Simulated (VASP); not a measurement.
# SiNi (P2_13) in VASP: settings compared

The runs below take SiNi through single point, relaxation of cell and atoms, with PBEsol+D3(BJ), LDA, PBEsol.

All numbers are computed with VASP 6.6.1; they aren't measurements. Logs are shortened: lines on timing, memory, paths and dates and some standing lists are left out, and cuts for length are marked.

## 1. The cell of the first run

It takes space group P2_13 (No. 198, cubic). Conventional cell: a = 4.422 Å, b = 4.422 Å, c = 4.422 Å, α = 90.00°, β = 90.00°, γ = 90.00°. Within 3.1 Å of Si (site symmetry 3) lie 7 Ni at 2.32 to 2.39 Å and 6 Si at 2.73 Å. Within 3.1 Å of Ni (site symmetry 3) lie 7 Si at 2.32 to 2.39 Å and 6 Ni at 2.73 Å.

## 2. Single point, PBEsol+D3(BJ), collinear spin, ferromagnetic start

INCAR reads:

```
SYSTEM = SiNi
ALGO     = Normal         ! electronic algorithm
EDIFF    = 1E-6           ! SCF threshold, eV
ENCUT    = 520            ! plane-wave cutoff, eV
GGA      = PS             ! functional
ISIF     = 2              ! what is computed and relaxed
ISMEAR   = -1             ! smearing method
ISPIN    = 2              ! spin polarisation
IVDW     = 12             ! dispersion correction
LASPH    = .True.         ! aspherical terms in the spheres
LCHARG   = .False.        ! write CHGCAR
LMAXMIX  = 4              ! l up to which the mixer works
LORBIT   = 11             ! projections on sites
LREAL    = .False.        ! projectors in reciprocal space
LWAVE    = .False.        ! write WAVECAR
MAGMOM   = 0 0 0 0 1 1 1 1 ! initial moments
NBANDS   = 42             ! bands
NELM     = 150            ! most SCF steps
PREC     = Accurate       ! precision mode
SIGMA    = 0.1            ! smearing width, eV
```

KPOINTS reads:

```
k-points
0
Gamma
  7 7 7
  0 0 0
```

POSCAR reads:

```
SiNi
1.0
    4.4215295845      0.0000000000      0.0000000000
    0.0000000000      4.4215295845      0.0000000000
    0.0000000000      0.0000000000      4.4215295845
Si Ni
4 4
Direct
    0.8466926393      0.8466926393      0.8466926393
    0.6533073607      0.1533073607      0.3466926393
    0.3466926393      0.6533073607      0.1533073607
    0.1533073607      0.3466926393      0.6533073607
    0.1495943697      0.1495943697      0.1495943697
    0.3504056303      0.8504056303      0.6495943697
    0.6495943697      0.3504056303      0.8504056303
    0.8504056303      0.6495943697      0.3504056303
```

Potentials or basis: VASP PAW PBE potentials, release 64 (Si, Ni).

Command:

```
> cat potpaw_PBE.64/Si/POTCAR potpaw_PBE.64/Ni/POTCAR > POTCAR
> mpirun -np 1 vasp_std > vasp.out
```

OUTCAR:

```text
SYSTEM = SiNi
   EDIFF = 1E-6
   ENCUT = 520
   GGA = PS
   ISIF = 2
   ISMEAR = -1
   ISPIN = 2
   IVDW = 12
   LASPH = .True.
   LORBIT = 11
   LREAL = .False.
   NELM = 150
   PREC = Accurate
 IVDW          = 12

 ion  position               nearest neighbor table
   1  0.847  0.847  0.847-   5 2.32   6 2.36   7 2.36   8 2.36   7 2.39   8 2.39   6 2.39   4 2.73
                             4 2.73   2 2.73   2 2.73   3 2.73   3 2.73
   2  0.653  0.153  0.347-   6 2.32   5 2.36   7 2.36   8 2.36   7 2.39   8 2.39   5 2.39   3 2.73
                             3 2.73   1 2.73   4 2.73   4 2.73   1 2.73
   3  0.347  0.653  0.153-   7 2.32   6 2.36   5 2.36   8 2.36   8 2.39   6 2.39   5 2.39   2 2.73
                             2 2.73   1 2.73   4 2.73   4 2.73   1 2.73
   4  0.153  0.347  0.653-   8 2.32   6 2.36   7 2.36   5 2.36   6 2.39   5 2.39   7 2.39   1 2.73
                             1 2.73   2 2.73   3 2.73   2 2.73   3 2.73
   5  0.150  0.150  0.150-   1 2.32   2 2.36   3 2.36   4 2.36   3 2.39   4 2.39   2 2.39   6 2.73
                             7 2.73   8 2.73   6 2.73   8 2.73   7 2.73
   6  0.350  0.850  0.650-   2 2.32   1 2.36   3 2.36   4 2.36   3 2.39   4 2.39   1 2.39   8 2.73
                             5 2.73   5 2.73   7 2.73   7 2.73   8 2.73
   7  0.650  0.350  0.850-   3 2.32   2 2.36   1 2.36   4 2.36   4 2.39   2 2.39   1 2.39   8 2.73
                             5 2.73   8 2.73   6 2.73   6 2.73   5 2.73
   8  0.850  0.650  0.350-   4 2.32   2 2.36   3 2.36   1 2.36   2 2.39   1 2.39   3 2.39   7 2.73
                             5 2.73   7 2.73   5 2.73   6 2.73   6 2.73

  LATTYP: Found a simple cubic cell.
 ALAT       =     4.4215295845

  Lattice vectors:

 A1 = (   4.4215295845,   0.0000000000,   0.0000000000)
 A2 = (   0.0000000000,   4.4215295845,   0.0000000000)
 A3 = (   0.0000000000,   0.0000000000,   4.4215295845)

Analysis of symmetry for initial positions (statically):
=====================================================================
 Subroutine PRICEL returns:
 Original cell was already a primitive cell.

 Routine SETGRP: Setting up the symmetry group for a
 simple cubic supercell.

 Subroutine GETGRP returns: Found 12 space group operations
 (whereof  3 operations were pure point group operations)
 out of a pool of 48 trial point group operations.

The static configuration has the point symmetry C_3 .
 The point group associated with its full space group is T   .

Analysis of symmetry for dynamics (positions and initial velocities):
=====================================================================
 Subroutine PRICEL returns:
 Original cell was already a primitive cell.

 Routine SETGRP: Setting up the symmetry group for a
 simple cubic supercell.

 Subroutine GETGRP returns: Found 12 space group operations
 (whereof  3 operations were pure point group operations)
 out of a pool of 48 trial point group operations.

The dynamic configuration has the point symmetry C_3 .
 The point group associated with its full space group is T   .

Analysis of structural, dynamic, and magnetic symmetry:
=====================================================================
 Subroutine PRICEL returns:
 Original cell was already a primitive cell.

 Routine SETGRP: Setting up the symmetry group for a
 simple cubic supercell.

 Subroutine GETGRP returns: Found 12 space group operations
 (whereof  3 operations were pure point group operations)
 out of a pool of 48 trial point group operations.

The overall configuration has the point symmetry C_3 .
 The point group associated with its full space group is T   .

 Subroutine INISYM returns: Found 12 space group operations
 (whereof  3 operations are pure point group operations),
 and found     1 'primitive' translations

----------------------------------------------------------------------------------------

                                     Primitive cell

  volume of cell :      86.4406

  direct lattice vectors                    reciprocal lattice vectors
     4.421529584  0.000000000  0.000000000     0.226166077  0.000000000  0.000000000
     0.000000000  4.421529584  0.000000000     0.000000000  0.226166077  0.000000000
     0.000000000  0.000000000  4.421529584     0.000000000  0.000000000  0.226166077

  length of vectors
     4.421529584  4.421529584  4.421529584     0.226166077  0.226166077  0.226166077

  position of ions in fractional coordinates (direct lattice)
     0.846692639  0.846692639  0.846692639
     0.653307361  0.153307361  0.346692639
[... 81 lines left out ...]
   ICHARG =      2    charge: 1-file 2-atom 10-const
   ISPIN  =      2    spin polarized calculation?
   LNONCOLLINEAR =      F non collinear calculations
   LSORBIT =      F    spin-orbit coupling
   LASPH  =      T    aspherical Exc in radial PAW
   ENCUT  =  520.0 eV  38.22 Ry    6.18 a.u.   8.22  8.22  8.22*2*pi/ulx,y,z
   NELM   =    150;   NELMIN=  2; NELMDL= -5     # of ELM steps
   EDIFF  = 0.1E-05   stopping-criterion for ELM
   LREAL  =      F    real-space projection
   EDIFFG = 0.1E-04   stopping-criterion for IOM
   NSW    =      0    number of steps for IOM
   IBRION =     -1    ionic relax: 0-MD 1-quasi-New 2-CG
   NFREE  =      0    steps in history (QN), initial steepest desc. (CG)
   ISIF   =      2    stress and relaxation
   ISYM   =      2    0-nonsym 1-usesym 2-fastsym
   POTIM  = 0.5000    time-step for ionic-motion
   TEBEG  =    0.0;   TEEND  =   0.0 temperature during run
   PSTRESS=    0.0 pullay stress
   NELECT =      56.0000    total number of electrons
   NUPDOWN=      -1.0000    fix difference up-down
   EMIN   =  10.00;   EMAX   =-10.00  energy-range for DOS
   EFERMI =   0.00;   METHOD = LEGACY
   ISMEAR =    -1;   SIGMA  =   0.10  broadening in eV -4-tet -1-fermi 0-gaus
   EFERMI_NEDOS =   21; number of points for ismear=-14 and -15
   IALGO  =     38    algorithm
   IMIX   =      4    mixing-type and parameters
     AMIX     =   0.40;   BMIX     =  1.00
     AMIX_MAG =   1.60;   BMIX_MAG =  1.00
  volume/ion in A,a.u.               =      10.81        72.92
  Fermi-wavevector in a.u.,A,eV,Ry     =   1.416549  2.676890 27.301606  2.006611
  Thomas-Fermi vector in A             =   2.537872
   LORBIT       =     11    0 simple, 1 ext, 2 COOP (PROOUT), +10 PAW based schemes
   GGA     = PS    functional components
   LHFCALC =     F    Hartree Fock is set to
   AEXX    =    0.0000 exact exchange contribution
   IVDW    =    12    specifies the selected vdW correction
   LEPSILON=     F    determine dielectric tensor
   LRPA    =     F    only Hartree local field effects (RPA)
 spin polarized calculation
  energy-cutoff  :      520.00
  volume of cell :       86.44
 maximum number of plane-waves:      2340
 NGX is ok and might be reduce to    36
   NGX = 17   NGY = 17   NGZ = 17

 number of electron      56.0000000 magnetization      -0.0010382

 number of electron      56.0000000 magnetization       0.0001571

 Free energy of the ion-electron system (eV)
  ---------------------------------------------------
  ext. energy  EPLUGINS =         0.00000000
  ---------------------------------------------------
  free energy    TOTEN  =       -51.56385467 eV

  energy without entropy =      -51.47224072  energy(sigma->0) =      -51.51804770

 E-fermi :  12.7421     XC(G=0): -12.9518

 val. band max:       12.7294624871   @ k =  -0.1429   0.2857   0.0000
 cond. band min:      12.7432572966   @ k =   0.2857   0.1429   0.0000
 fundamental gap:      0.0137948096
 Fermi energy:        12.7421337595

 spin component 1

 k-point     1 :       0.0000    0.0000    0.0000
  band No.  band energies     occupation
      1      -2.0225      1.00000
      2       3.5926      1.00000
      3       3.5926      1.00000
      4       3.5926      1.00000
      5       6.0775      1.00000
      6       6.0775      1.00000
[... 1021 lines left out ...]
     39      19.5416      0.00000
     40      19.7141      0.00000
 Fermi energy:        12.7421337595

 spin component 2

 k-point     1 :       0.0000    0.0000    0.0000
  band No.  band energies     occupation
      1      -2.0225      1.00000
      2       3.5925      1.00000
      3       3.5925      1.00000
      4       3.5925      1.00000
      5       6.0775      1.00000
      6       6.0775      1.00000
[... 1021 lines left out ...]
     39      19.5416      0.00000
     40      19.7141      0.00000
 [bands above 40 left out]

------------------------ aborting loop because EDIFF is reached ----------------------------------------

 Edisp (eV)   -3.67749

 E8    (eV) :    -2.3681

  FORCE on cell =-STRESS in cart. coord.  units (eV):
  Direction    XX          YY          ZZ          XY          YZ          ZX
  --------------------------------------------------------------------------------------
  -------------------------------------------------------------------------------------
  Total       0.12933     0.12933     0.12933     0.00000     0.00000    -0.00000
  in kB       2.39708     2.39708     2.39708     0.00000     0.00000    -0.00000
  external pressure =        2.40 kB  Pullay stress =        0.00 kB

 VOLUME and BASIS-vectors are now :
 -----------------------------------------------------------------------------
  energy-cutoff  :      520.00
  volume of cell :       86.44
      direct lattice vectors                 reciprocal lattice vectors
     4.421529584  0.000000000  0.000000000     0.226166077  0.000000000  0.000000000
     0.000000000  4.421529584  0.000000000     0.000000000  0.226166077  0.000000000
     0.000000000  0.000000000  4.421529584     0.000000000  0.000000000  0.226166077

 POSITION                                       TOTAL-FORCE (eV/Angst)
 -----------------------------------------------------------------------------------
      3.74368      3.74368      3.74368         0.000914      0.000914      0.000914
      2.88862      0.67785      1.53291        -0.000914     -0.000914      0.000914
      1.53291      2.88862      0.67785         0.000914     -0.000914     -0.000914
      0.67785      1.53291      2.88862        -0.000914      0.000914     -0.000914
      0.66144      0.66144      0.66144         0.000386      0.000386      0.000386
      1.54933      3.76009      2.87220        -0.000386     -0.000386      0.000386
      2.87220      1.54933      3.76009         0.000386     -0.000386     -0.000386
      3.76009      2.87220      1.54933        -0.000386      0.000386     -0.000386
 -----------------------------------------------------------------------------------
    total drift:                                0.000000      0.000000      0.000000

  FREE ENERGIE OF THE ION-ELECTRON SYSTEM (eV)
  ---------------------------------------------------
  free  energy   TOTEN  =       -55.2413435504 eV

  energy  without entropy=      -55.1497296063  energy(sigma->0) =      -55.19553658

 total charge

# of ion       s       p       d       tot
------------------------------------------
    1        0.734   0.882   0.000   1.616
    2        0.734   0.882   0.000   1.616
    3        0.734   0.882   0.000   1.616
    4        0.734   0.882   0.000   1.616
    5        0.484   0.671   8.535   9.689
    6        0.484   0.671   8.535   9.689
    7        0.484   0.671   8.535   9.689
    8        0.484   0.671   8.535   9.689
--------------------------------------------------
tot          4.872   6.209  34.138  45.219

 magnetization (x)

# of ion       s       p       d       tot
------------------------------------------
    1       -0.000  -0.000   0.000  -0.000
    2       -0.000  -0.000   0.000  -0.000
    3       -0.000  -0.000   0.000  -0.000
    4       -0.000  -0.000   0.000  -0.000
    5       -0.000   0.000   0.000   0.000
    6       -0.000   0.000   0.000   0.000
    7       -0.000   0.000   0.000   0.000
    8       -0.000   0.000   0.000   0.000
--------------------------------------------------
tot         -0.000  -0.000   0.000   0.000
```

Wall time 5.1 min (1 thread of Intel Xeon 8259CL, shared host); peak memory 0.31 GiB.

What came out:

- Free energy: -55.2413 eV
- Pressure: 0.2 GPa
- Band gap on the k mesh: zero (filled and empty bands overlap)
- Net moment: 0.00 μB per cell
- Valence electrons inside the program's atomic spheres: Si 1.62; Ni 9.69
- Dispersion energy per atom: -0.460 eV

Levels at points of the mesh, in eV from the Fermi level:
Spin up:
| k point | band 24 | band 25 | band 26 | band 27 | band 28 | band 29 | band 30 | band 31 | band 32 | band 33 |
| --- | --- | --- | --- | --- | --- | --- | --- | --- | --- | --- |
| (0.00, 0.00, 0.00) | -2.45 | -1.75 | -1.75 | -1.75 | 1.11 | 1.11 | 1.11 | 1.40 | 1.40 | 2.06 |
Spin down:
```tsv
k point	band 24	band 25	band 26	band 27	band 28	band 29	band 30	band 31	band 32	band 33
(0.00, 0.00, 0.00)	-2.45	-1.75	-1.75	-1.75	1.11	1.11	1.11	1.40	1.40	2.06
```

Caveat: the PAW data sets were made with another functional, which shifts forces and pressure a little.

(Continued in part 2 of 2.)
